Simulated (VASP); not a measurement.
Write the native input for VASP 6.6.1 that does the following.

| Property | Result |
| --- | --- |
| Task | single point |
| Functional | PBEsol |
| Potentials or basis | VASP PAW PBE potentials, release 64 (Ba_sv, Ti_sv, O) |
| Cutoff | 520 eV |
| k mesh | 8 × 8 × 8 |
| Occupations | gaussian, width 0.02 eV |
| Spin | no spin polarisation |
| Dipole correction | no |
| Further INCAR settings | ALGO = Normal; EDIFF = 1e-06; NBANDS = 28 |

The structure of BaTiO3 lies in POSCAR:

```
BaTiO3
1.0
    4.0741531679      0.0000000000      0.0000000000
    0.0000000000      4.0741531679      0.0000000000
    0.0000000000      0.0000000000      3.9712468933
Ba Ti O
1 1 3
Direct
    0.5000000000      0.5000000000      0.5792815387
    0.0000000000      0.0000000000      0.0915292544
    0.0000000000      0.5000000000      0.0656373944
    0.5000000000      0.0000000000      0.0656373944
    0.0000000000      0.0000000000      0.5579114081
```

This cell differs from its parent crystal: biaxial strain in the a-b plane: +3.0 %.

These files were run (other wordings do the same):

INCAR

```
ALGO = Normal
EDIFF = 1E-6
ENCUT = 520
GGA = PS
ISIF = 2
ISMEAR = 0
LASPH = True
LCHARG = False
LREAL = False
LWAVE = False
NBANDS = 28
NELM = 100
PREC = Accurate
SIGMA = 0.02
```

KPOINTS

```
k-points
0
Gamma
  8 8 8
```

Potentials or basis: VASP PAW PBE potentials, release 64 (Ba_sv, Ti_sv, O).

Command:

```bash
$ cat potpaw_PBE.64/Ba_sv/POTCAR potpaw_PBE.64/Ti_sv/POTCAR potpaw_PBE.64/O/POTCAR > POTCAR
$ mpirun -np 1 vasp_std > vasp.out
```

It gave:

The pressure is -5.4 GPa, the largest force is 0.024 eV/Å and the band gap on the k mesh is 1.69 eV, indirect (least direct gap 1.98 eV).

Caveat: the cell differs from its parent crystal (biaxial strain in the a-b plane: +3.0 %); the PAW data sets were made with another functional, which shifts forces and pressure a little; spin-orbit coupling is left out, which moves the levels of the heavy elements.

Run time: 67 s on 1 thread of Intel(R) Xeon(R) 6975P-C (Granite Rapids), on a shared host, peak memory 0.26 GiB.
